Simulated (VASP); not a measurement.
# H2C18O in VASP: further runs, part 3 of 4

VASP 6.6.1.

## 5. Single point, PBE

INCAR

```
PREC = Accurate ; ENCUT = 520
EDIFF = 1E-6 ; ISMEAR = 0
SIGMA = 0.05 ; LREAL = Auto
LASPH = True ; NELM = 100
ALGO = Normal ; ISIF = 2
LWAVE = False ; LCHARG = False
GGA = PE ; NBANDS = 56
```

KPOINTS

```
regular mesh
0
Gamma
  2 2 1
```

POSCAR

```
H2C18O
1.0
    7.3980000000      0.0000000000      0.0000000000
   -3.6990000000      6.4068560000      0.0000000000
    0.0000000000      0.0000000000     11.0000000000
C O H
18 1 2
Direct
    0.0122160046      0.0026847802      0.0650041818
    0.2345146640      0.1138784764      0.0650656364
    0.0111773008      0.3373448693      0.0647935455
    0.2356330832      0.4495543524      0.0649350000
    0.0134704449      0.6717416468      0.0649482727
    0.2332454717      0.7815766423      0.0650648182
    0.3443363395      0.0038959827      0.0652032727
    0.5689312981      0.1161934965      0.0653389091
    0.3467751821      0.3384024863      0.0650373636
    0.5665884627      0.4483504858      0.0650878182
    0.3455157191      0.6693301676      0.0650488182
    0.5678409904      0.7804640841      0.0651263636
    0.6801769343      0.0049880940      0.0651934545
    0.9000324416      0.1149954049      0.0649584545
    0.6789459750      0.3361495873      0.0651375455
    0.9013200754      0.4472860011      0.0648411818
    0.6778177015      0.6706610856      0.0650547273
    0.9023216573      0.7828996001      0.0650134545
    0.7957037496      0.2264450770      0.3912963636
    0.7147487117      0.2666271881      0.4423372727
    0.7207964377      0.1887042568      0.3146047273
```

Command:

```
$ cat potpaw_PBE.64/C/POTCAR potpaw_PBE.64/O/POTCAR potpaw_PBE.64/H/POTCAR > POTCAR
$ mpirun -np 1 vasp_std > vasp.out
```

Run time: 2.9 min. Hardware: 1 thread of AMD EPYC 7R13 (Zen 3), shared host; peak memory 0.56 GiB.

Results (log left out):

- Free energy: -179.8817 eV
- Largest force: 0.134 eV/Å
- Band gap on the k mesh: 0.22 eV, direct

Forces in eV/Å, atoms in the order of the input:
```
C    0.002  0.005  0.000
C   -0.018 -0.004 -0.002
C    0.013 -0.009 -0.001
C    0.002 -0.017  0.001
C   -0.018  0.004 -0.001
C   -0.003  0.012 -0.001
C   -0.003 -0.011  0.001
C    0.010 -0.014  0.004
C   -0.010  0.000  0.000
C    0.007  0.008  0.000
C    0.014  0.012  0.000
C   -0.011  0.007 -0.002
C   -0.010 -0.007 -0.001
C    0.015  0.016  0.001
C    0.002  0.016  0.001
C   -0.008  0.004  0.003
C    0.011 -0.014  0.000
C    0.006 -0.003  0.000
O    0.083 -0.004  0.020
H   -0.067  0.042  0.104
H   -0.017 -0.043 -0.126
```

Levels at points of the mesh, in eV from the valence-band top:
```csv
k point,band 38,band 39,band 40,band 41,band 42,band 43
"(0.00, 0.00, 0.00)",-2.66,-0.01,0.00,0.22,0.22,2.96
"(0.50, 0.00, 0.00)",-2.52,-2.51,-2.25,1.79,2.58,2.60
"(0.00, 0.50, 0.00)",-2.53,-2.51,-2.25,1.78,2.58,2.60
"(0.50, 0.50, 0.00)",-2.52,-2.50,-2.25,1.78,2.59,2.60
```

Caveat: the k points lie up to 0.49 Å⁻¹ apart.

## 6. Single point, PBE

INCAR

```
SYSTEM = H2C18O
  PREC = Accurate
  ENCUT = 520
  EDIFF = 1E-6
  ISMEAR = 0
  SIGMA = 0.05
  LREAL = Auto
  LASPH = .TRUE.
  NELM = 100
  ALGO = Normal
  ISIF = 2
  LWAVE = .FALSE.
  LCHARG = .FALSE.
  GGA = PE
  NBANDS = 56
```

KPOINTS

```
Automatic mesh
0
G
  2 2 1
  0 0 0
```

POSCAR

```
H2C18O
1.0
    7.3980000000      0.0000000000      0.0000000000
   -3.6990000000      6.4068560000      0.0000000000
    0.0000000000      0.0000000000     11.0000000000
C O H
18 1 2
Direct
    0.0132342537      0.0024063285      0.0652679091
    0.2341647214      0.1129404188      0.0652180909
    0.0113144277      0.3359827347      0.0651331818
    0.2362090650      0.4484013688      0.0651919091
    0.0133479919      0.6712696524      0.0651631818
    0.2340286238      0.7815590049      0.0652165455
    0.3444486500      0.0025144938      0.0652533636
    0.5693873135      0.1150082037      0.0652813636
    0.3466271442      0.3378855401      0.0652027273
    0.5673384950      0.4482833702      0.0652051818
    0.3464952905      0.6690857419      0.0652137273
    0.5674495580      0.7795049553      0.0652831818
    0.6799177890      0.0044530422      0.0653496364
    0.9007841788      0.1148992579      0.0652768182
    0.6798282239      0.3358375777      0.0651750909
    0.9008955675      0.4463688586      0.0650940909
    0.6778722394      0.6692313671      0.0652242727
    0.9028276817      0.7817021328      0.0652114545
    0.8739920064      0.2324684682      0.3977643636
    0.7699367032      0.2586984942      0.4342016364
    0.8320085072      0.2036725970      0.3131634545
```

Potentials or basis: VASP PAW PBE potentials, release 64 (C, O, H).

Command:

```
$ cat potpaw_PBE.64/C/POTCAR potpaw_PBE.64/O/POTCAR potpaw_PBE.64/H/POTCAR > POTCAR
$ mpirun -np 1 vasp_std > vasp.out
```

OUTCAR:

```text
SYSTEM = H2C18O
   PREC = Accurate
   ENCUT = 520
   EDIFF = 1E-6
   ISMEAR = 0
   LREAL = Auto
   LASPH = .TRUE.
   NELM = 100
   ISIF = 2
   GGA = PE

 ion  position               nearest neighbor table
   1  0.013  0.002  0.065-  18 1.41   2 1.42  14 1.44
   2  0.234  0.113  0.065-   7 1.41   1 1.42   9 1.44
   3  0.011  0.336  0.065-  16 1.41  14 1.42   4 1.44
   4  0.236  0.448  0.065-  11 1.41   9 1.42   3 1.44
   5  0.013  0.671  0.065-   6 1.41  18 1.42  16 1.44
   6  0.234  0.782  0.065-   5 1.41   7 1.42  11 1.44
[... 10 lines left out ...]
  17  0.678  0.669  0.065-  12 1.41  10 1.42  18 1.44
  18  0.903  0.782  0.065-   1 1.41   5 1.42  17 1.44
  19  0.874  0.232  0.398-  20 0.97  21 0.97
  20  0.770  0.259  0.434-  19 0.97
  21  0.832  0.204  0.313-  19 0.97

  LATTYP: Found a hexagonal cell.
 ALAT       =     7.3980000000
 C/A-ratio  =     1.4868883482

  Lattice vectors:

 A1 = (   7.3980000000,   0.0000000000,   0.0000000000)
 A2 = (  -3.6990000000,   6.4068560000,   0.0000000000)
 A3 = (   0.0000000000,   0.0000000000,  11.0000000000)

Analysis of symmetry for initial positions (statically):
[... 196 lines left out ...]
 Fermi energy:        -1.5017757810

 k-point     1 :       0.0000    0.0000    0.0000
  band No.  band energies     occupation
      1     -22.3034      2.00000
      2     -21.0260      2.00000
      3     -18.5412      2.00000
      4     -18.5173      2.00000
      5     -18.4073      2.00000
      6     -18.4038      2.00000
[... 209 lines left out ...]
     51       4.2795      0.00000
     52       4.3597      0.00000
 [bands above 52 left out]

------------------------ aborting loop because EDIFF is reached ----------------------------------------

  FORCE on cell =-STRESS in cart. coord.  units (eV):
  Direction    XX          YY          ZZ          XY          YZ          ZX
  --------------------------------------------------------------------------------------
  -------------------------------------------------------------------------------------
  Total        1.6310137      1.5852663      0.0375831     -0.0107401      0.0321964     -0.0329250
  in kB        5.0120594      4.8714790      0.1154920     -0.0330041      0.0989387     -0.1011775
  external PRESSURE =       3.3330101 kB  Pullay stress =       0.0000000 kB

 VOLUME and BASIS-vectors are now :
 -----------------------------------------------------------------------------
  energy-cutoff  :      520.00
  volume of cell :      521.38
      direct lattice vectors                 reciprocal lattice vectors
     7.398000000  0.000000000  0.000000000     0.135171668  0.078041398  0.000000000
    -3.699000000  6.406856000  0.000000000     0.000000000  0.156082796  0.000000000
     0.000000000  0.000000000 11.000000000     0.000000000  0.000000000  0.090909091

 POSITION                                       TOTAL-FORCE (eV/Angst)
 -----------------------------------------------------------------------------------
      0.08901      0.01542      0.71795        -0.000701     -0.006596     -0.001736
      1.31458      0.72359      0.71740        -0.003791     -0.005765     -0.001334
     -1.15910      2.15259      0.71646         0.001787      0.002150      0.000581
      0.08884      2.87284      0.71711        -0.003525     -0.002212      0.000204
     -2.38428      4.30073      0.71679        -0.008610     -0.000746     -0.001362
     -1.15964      5.00734      0.71738        -0.003687      0.003322     -0.001385
[... 13 lines left out ...]
      4.73907      1.65744      4.77622        -0.092471      0.027315      0.090400
      5.40181      1.30490      3.44480         0.016653     -0.031955     -0.128302
 -----------------------------------------------------------------------------------
    total drift:                               -0.001485     -0.009955     -0.012864

  FREE ENERGIE OF THE ION-ELECTRON SYSTEM (eV)
  ---------------------------------------------------
  free  energy   TOTEN  =      -179.8806503436 eV

  energy  without entropy=     -179.8804632208  energy(sigma->0) =     -179.88055678
```

stdout:

```text
POSCAR found type information on POSCAR C O H
 POSCAR found :  3 types and      21 ions
 scaLAPACK will be used
 LDA part: xc-table for (Slater+PW92), standard interpolation
 POSCAR, INCAR and KPOINTS ok, starting setup
 FFT: planning ... GRIDC
 FFT: planning ... GRID_SOFT
 FFT: planning ... GRID
 WAVECAR not read
 entering main loop
```

Run time: 2.7 min. Hardware: 1 thread of AMD EPYC 7R13 (Zen 3), shared host; peak memory 0.56 GiB.

Results:

| Property | Result |
| --- | --- |
| Free energy | -179.8807 eV |
| Largest force | 0.133 eV/Å |
| Band gap on the k mesh | 0.22 eV, direct |

Forces on the atoms (eV/Å):
```
C   -0.001 -0.007 -0.002
C   -0.004 -0.006 -0.001
C    0.002  0.002  0.001
C   -0.004 -0.002  0.000
C   -0.009 -0.001 -0.001
C   -0.004  0.003 -0.001
C   -0.002 -0.005  0.002
C    0.009  0.001 -0.001
C    0.003  0.002  0.001
C    0.007 -0.001 -0.002
C    0.003  0.009  0.001
C   -0.001  0.006 -0.002
C   -0.003 -0.006  0.001
C    0.002  0.003  0.005
C    0.002  0.009  0.000
C   -0.004 -0.001  0.000
C    0.003  0.000 -0.001
C    0.000 -0.004  0.000
O    0.076  0.002  0.038
H   -0.092  0.027  0.090
H    0.017 -0.032 -0.128
```

Caveat: the k points lie up to 0.49 Å⁻¹ apart.

[end of part 3 of 4]
